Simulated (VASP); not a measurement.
# AlN (P6_3mc) in VASP: further runs, part 2 of 3

VASP 6.6.1. Earlier steps stand in the parts before.

### 4 Single point, r2SCAN

This run uses another cell than the first one, of 10.40 Å³/atom, 1.064 times its volume.

The input, POSCAR:

```
AlN
1.0
    3.1066945036      0.0000000000      0.0000000000
   -1.5533472518      2.6904763619      0.0000000000
    0.0000000000      0.0000000000      4.9785885494
Al N
2 2
Direct
    0.3333333333      0.6666666667     -0.0007956041
    0.6666666667      0.3333333333      0.4992043959
    0.3333333333      0.6666666667      0.3807956041
    0.6666666667      0.3333333333      0.8807956041
```

The input, INCAR.step1:

```
PREC     = Accurate       # precision mode
ENCUT    = 520            # plane-wave cutoff, eV
ISMEAR   = 0              # smearing method
SIGMA    = 0.01           # smearing width, eV
LREAL    = False          # projectors in reciprocal space
LASPH    = True           # aspherical terms in the spheres
NELM     = 100            # most SCF steps
NBANDS   = 16             # bands
GGA      = PE             # functional
ALGO     = Normal         # electronic algorithm
EDIFF    = 1E-4           # SCF threshold, eV
LWAVE    = True           # write WAVECAR
LCHARG   = False          # write CHGCAR
```

The input, INCAR.step2:

```
PREC     = Accurate       # precision mode
ENCUT    = 520            # plane-wave cutoff, eV
EDIFF    = 1E-6           # SCF threshold, eV
ISMEAR   = 0              # smearing method
SIGMA    = 0.01           # smearing width, eV
LREAL    = False          # projectors in reciprocal space
LASPH    = True           # aspherical terms in the spheres
NELM     = 100            # most SCF steps
ALGO     = Normal         # electronic algorithm
ISIF     = 2              # what is computed and relaxed
LWAVE    = False          # write WAVECAR
LCHARG   = True           # write CHGCAR
METAGGA  = R2SCAN         # meta-GGA
LMIXTAU  = True         
LELF     = True           # ELF
LVHAR    = True         
NBANDS   = 16             # bands
ISTART   = 1
```

The input, KPOINTS:

```
Automatic mesh
0
Gamma
  9 9 4
```

Potentials or basis: VASP PAW PBE potentials, release 64 (Al, N).

Run with:

```
$ cat potpaw_PBE.64/Al/POTCAR potpaw_PBE.64/N/POTCAR > POTCAR
$ cp INCAR.step1 INCAR
$ mpirun -np 1 vasp_std > vasp.out
$ cp INCAR.step2 INCAR
$ mpirun -np 1 vasp_std > vasp.out
```

OUTCAR:

```text
PREC = Accurate
   ENCUT = 520
   EDIFF = 1E-6
   ISMEAR = 0
   LREAL = False
   LASPH = True
   NELM = 100
   ISIF = 2
   METAGGA = R2SCAN
   ISTART = 1

 ion  position               nearest neighbor table
   1  0.333  0.667  0.999-   4 1.89   4 1.89   4 1.89   3 1.90   2 3.07   2 3.07   2 3.07   2 3.07
                             2 3.07   2 3.07
   2  0.667  0.333  0.499-   3 1.89   3 1.89   3 1.89   4 1.90   1 3.07   1 3.07   1 3.07   1 3.07
                             1 3.07   1 3.07
   3  0.333  0.667  0.381-   2 1.89   2 1.89   2 1.89   1 1.90
   4  0.667  0.333  0.881-   1 1.89   1 1.89   1 1.89   2 1.90

  LATTYP: Found a hexagonal cell.
 ALAT       =     3.1066945036
 C/A-ratio  =     1.6025356029

  Lattice vectors:

 A1 = (   3.1066945036,   0.0000000000,   0.0000000000)
 A2 = (  -1.5533472518,   2.6904763619,   0.0000000000)
 A3 = (   0.0000000000,   0.0000000000,   4.9785885494)

Analysis of symmetry for initial positions (statically):
=====================================================================
 Subroutine PRICEL returns:
 Original cell was already a primitive cell.

 Routine SETGRP: Setting up the symmetry group for a
 hexagonal supercell.

 Subroutine GETGRP returns: Found 12 space group operations
 (whereof  6 operations were pure point group operations)
 out of a pool of 24 trial point group operations.

The static configuration has the point symmetry C_3v.
 The point group associated with its full space group is C_6v.

Analysis of symmetry for dynamics (positions and initial velocities):
=====================================================================
 Subroutine PRICEL returns:
 Original cell was already a primitive cell.

 Routine SETGRP: Setting up the symmetry group for a
 hexagonal supercell.

 Subroutine GETGRP returns: Found 12 space group operations
 (whereof  6 operations were pure point group operations)
 out of a pool of 24 trial point group operations.

The dynamic configuration has the point symmetry C_3v.
 The point group associated with its full space group is C_6v.

 Subroutine INISYM returns: Found 12 space group operations
 (whereof  6 operations are pure point group operations),
 and found     1 'primitive' translations

----------------------------------------------------------------------------------------

                                     Primitive cell

  volume of cell :      41.6135

  direct lattice vectors                    reciprocal lattice vectors
     3.106694504  0.000000000  0.000000000     0.321885528  0.185840696  0.000000000
    -1.553347252  2.690476362  0.000000000     0.000000000  0.371681392  0.000000000
     0.000000000  0.000000000  4.978588549     0.000000000  0.000000000  0.200860141

  length of vectors
     3.106694504  3.106694504  4.978588549     0.371681392  0.371681392  0.200860141

  position of ions in fractional coordinates (direct lattice)
     0.333333333  0.666666667  0.999204396
     0.666666667  0.333333333  0.499204396
     0.333333333  0.666666667  0.380795604
     0.666666667  0.333333333  0.880795604

  ion indices of the primitive-cell ions
   primitive index   ion index
                 1           1
                 2           2
                 3           3
                 4           4
[... 20 lines left out ...]
     0.000000000  0.000000000  0.000000000

 Subroutine IBZKPT returns following result:
 ===========================================

 Found     36 irreducible k-points:

 Following reciprocal coordinates:
            Coordinates               Weight
  0.000000  0.000000  0.000000      1.000000
  0.111111  0.000000  0.000000      6.000000
  0.222222  0.000000  0.000000      6.000000
  0.333333  0.000000  0.000000      6.000000
  0.444444  0.000000  0.000000      6.000000
  0.111111  0.111111  0.000000      6.000000
[... 16 lines left out ...]
  0.333333  0.222222  0.250000     24.000000
  0.333333  0.333333  0.250000      4.000000
 [... further k-points ...]
   k-points           NKPTS =     36   k-points in BZ     NKDIM =     36   number of bands    NBANDS=     16
   number of dos      NEDOS =    301   number of ions     NIONS =      4
   total plane-waves  NPLWV =  23040
   dimension x,y,z NGX =    24 NGY =   24 NGZ =   40
   dimension x,y,z NGXF=    48 NGYF=   48 NGZF=   80
   ions per type =               2   2
   NGX,Y,Z   is equivalent  to a cutoff of  12.84, 12.84, 13.36 a.u.
   NGXF,Y,Z  is equivalent  to a cutoff of  25.69, 25.69, 26.71 a.u.
 SYSTEM =  unknown system
   PREC   = accura    normal or accurate (medium, high low for compatibility)
   ISTART =      1    job   : 0-new  1-cont  2-samecut
   ICHARG =      0    charge: 1-file 2-atom 10-const
   ISPIN  =      1    spin polarized calculation?
   LNONCOLLINEAR =      F non collinear calculations
   LSORBIT =      F    spin-orbit coupling
   LASPH  =      T    aspherical Exc in radial PAW
   ENCUT  =  520.0 eV  38.22 Ry    6.18 a.u.   5.78  5.78  9.26*2*pi/ulx,y,z
   NELM   =    100;   NELMIN=  2; NELMDL=  0     # of ELM steps
   EDIFF  = 0.1E-05   stopping-criterion for ELM
   LREAL  =      F    real-space projection
   EDIFFG = 0.1E-04   stopping-criterion for IOM
   NSW    =      0    number of steps for IOM
   IBRION =     -1    ionic relax: 0-MD 1-quasi-New 2-CG
   NFREE  =      0    steps in history (QN), initial steepest desc. (CG)
   ISIF   =      2    stress and relaxation
   ISYM   =      2    0-nonsym 1-usesym 2-fastsym
   POTIM  = 0.5000    time-step for ionic-motion
   TEBEG  =    0.0;   TEEND  =   0.0 temperature during run
   PSTRESS=    0.0 pullay stress
   NELECT =      16.0000    total number of electrons
   NUPDOWN=      -1.0000    fix difference up-down
   EMIN   =  10.00;   EMAX   =-10.00  energy-range for DOS
   EFERMI =   0.00;   METHOD = LEGACY
   ISMEAR =     0;   SIGMA  =   0.01  broadening in eV -4-tet -1-fermi 0-gaus
   EFERMI_NEDOS =   21; number of points for ismear=-14 and -15
   IALGO  =     38    algorithm
   IMIX   =      4    mixing-type and parameters
     AMIX     =   0.40;   BMIX     =  1.00
     AMIX_MAG =   1.60;   BMIX_MAG =  1.00
  volume/ion in A,a.u.               =      10.40        70.21
  Fermi-wavevector in a.u.,A,eV,Ry     =   1.190429  2.249585 19.281105  1.417121
  Thomas-Fermi vector in A             =   2.326514
   LORBIT       =      0    0 simple, 1 ext, 2 COOP (PROOUT), +10 PAW based schemes
   METAGGA = R2SCAN    functional components
   LHFCALC =     F    Hartree Fock is set to
   AEXX    =    0.0000 exact exchange contribution
   IVDW    =     0    specifies the selected vdW correction
   LEPSILON=     F    determine dielectric tensor
   LRPA    =     F    only Hartree local field effects (RPA)
 non-spin polarized calculation
 Gauss-broadening in eV      SIGMA  =   0.01
  energy-cutoff  :      520.00
  volume of cell :       41.61
 maximum number of plane-waves:      1152
 NGX is ok and might be reduce to    24
   NGX = 11   NGY = 11   NGZ = 19

 number of electron      15.9999996 magnetization

 Free energy of the ion-electron system (eV)
  ---------------------------------------------------
  ext. energy  EPLUGINS =         0.00000000
  ---------------------------------------------------
  free energy    TOTEN  =       -38.45644282 eV

  energy without entropy =      -38.45644282  energy(sigma->0) =      -38.45644282

 E-fermi :   6.0219     XC(G=0): -11.4167

 val. band max:        5.9174365592   @ k =   0.0000   0.0000   0.0000
 cond. band min:      10.8381191435   @ k =   0.0000   0.0000   0.0000
 fundamental gap:      4.9206825843
 Fermi energy:         6.0218979719

 k-point     1 :       0.0000    0.0000    0.0000
  band No.  band energies     occupation
      1     -10.0625      2.00000
      2      -7.9408      2.00000
      3      -0.1516      2.00000
      4       5.0336      2.00000
      5       5.0336      2.00000
      6       5.6943      2.00000
[... 433 lines left out ...]
      3       1.2872      2.00000
      4       1.4507      2.00000
      5       1.4507      2.00000
      6       2.9123      2.00000
[... 8 lines left out ...]
     15      19.9888      0.00000
     16      22.5548      0.00000

 [... further k-points ...]
[... 5 lines left out ...]
  --------------------------------------------------------------------------------------
  -------------------------------------------------------------------------------------
  Total       -0.1034459     -0.1034459     -0.0973172      0.0000000      0.0000000      0.0000000
  in kB       -3.9828140     -3.9828140     -3.7468479      0.0000000      0.0000000      0.0000000
  external PRESSURE =      -3.9041586 kB  Pullay stress =       0.0000000 kB

 VOLUME and BASIS-vectors are now :
 -----------------------------------------------------------------------------
  energy-cutoff  :      520.00
  volume of cell :       41.61
      direct lattice vectors                 reciprocal lattice vectors
     3.106694504  0.000000000  0.000000000     0.321885528  0.185840696  0.000000000
    -1.553347252  2.690476362  0.000000000     0.000000000  0.371681392  0.000000000
     0.000000000  0.000000000  4.978588549     0.000000000  0.000000000  0.200860141

 POSITION                                       TOTAL-FORCE (eV/Angst)
 -----------------------------------------------------------------------------------
     -0.00000      1.79365      4.97463        -0.000000     -0.000000     -0.003217
      1.55335      0.89683      2.48533         0.000000      0.000000     -0.003217
     -0.00000      1.79365      1.89582         0.000000      0.000000      0.003217
      1.55335      0.89683      4.38512         0.000000      0.000000      0.003217
 -----------------------------------------------------------------------------------
    total drift:                               -0.000000     -0.000000     -0.025639

  FREE ENERGIE OF THE ION-ELECTRON SYSTEM (eV)
  ---------------------------------------------------
  free  energy   TOTEN  =       -38.4564428247 eV

  energy  without entropy=      -38.4564428247  energy(sigma->0) =      -38.45644282
```

It took 96 s on 1 thread of Intel Xeon Platinum 8259CL at 2.50GHz (Skylake/Cascade Lake), shared host; peak memory 0.16 GiB.

Results:

```
Free energy            : -38.4564 eV
Pressure               : -0.4 GPa
Largest force          : 0.003 eV/Å
Band gap on the k mesh : 4.92 eV, direct
```

Forces in eV/Å, atoms in the order of the input:
```
Al   0.000  0.000 -0.003
Al   0.000  0.000 -0.003
N    0.000  0.000  0.003
N    0.000  0.000  0.003
```

Caveat: the PAW data sets were made with another functional, which shifts forces and pressure a little.

(Part 2 of 3 ends here.)
